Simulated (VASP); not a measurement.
A run of VASP 6.6.1 is set up as follows.

Contents of INCAR:

```
SYSTEM = B6P7
  PREC = Accurate
  ENCUT = 520
  EDIFF = 1E-6
  ISMEAR = -1
  SIGMA = 0.1379
  LREAL = Auto
  LASPH = .TRUE.
  NELM = 60
  ALGO = Normal
  ISIF = 2
  LWAVE = .FALSE.
  LCHARG = .TRUE.
  GGA = PE
  LELF = .TRUE.
  LVHAR = .TRUE.
  ISYM = 0
  NBANDS = 72
```

Contents of KPOINTS:

```
Automatic mesh
0
Gamma
  1 1 1
  0.25 0.25 0.25
```

The input POSCAR:

```
B6P7
1.0
    7.0133910000      0.4643600000      0.0424130000
    0.4643600000      7.2659330000      0.0942560000
    0.0424130000      0.0942560000      7.1824730000
P B
14 12
Direct
    0.9231312097      0.1515403572      0.1895551362
    0.8858401259      0.4366852088      0.1928345100
    0.6315194104      0.2872708351      0.6075582000
    0.1887343557      0.0071029878      1.0414454340
    0.7429749337      0.4460480813      0.7996699043
    0.5157019474      0.8720892166      0.6211363262
    0.2877134073      0.8877982235      0.3186852080
    0.0957041149      0.6574362912      0.3868272928
    0.8408797091      0.9976123283      0.6986903844
    0.2656395291      0.3202868423      0.0372696805
    0.2666050941      0.2447624834      0.5355038781
    0.2713308878      0.6048883880      0.8903973162
    0.5170370219      0.5499852558      0.3410994373
    0.8051245587      0.8238421807      0.4597720289
    0.6831176002      0.9041769066      0.8758772688
    0.5121081033      0.7814597392      0.2387473910
    0.5869212837      0.6753396122      0.8125303217
    0.5359485503      0.2832137267      0.8869246318
    0.6546216458      0.8644010499      0.1049246613
    0.4190185779      0.3100437300      0.2649652401
    0.0922612153      0.5298829018      0.1205432004
    0.7768393769      0.9597557543      0.2561837926
    0.5580140715      0.1121347991      0.2155051013
    0.5386290490      0.0604480769      0.9707449693
    0.2250698607      0.5243046668      0.6095524830
    0.4368003291      0.6208695359      0.5691303411
```

Potentials or basis: VASP PAW PBE potentials, release 64 (P, B).

Launch:

```console
$ cat potpaw_PBE.64/P/POTCAR potpaw_PBE.64/B/POTCAR > POTCAR
$ mpirun -np 1 vasp_std > vasp.out
```

(1) Predict the largest force.

(2) What does it give for the pressure?

(3) Predict the band gap on the k mesh.

## Answers

(1) 4.364 eV/Å.

(2) 4.9 GPa.

(3) 0.11 eV.

Caveat: the k points lie up to 0.90 Å⁻¹ apart.
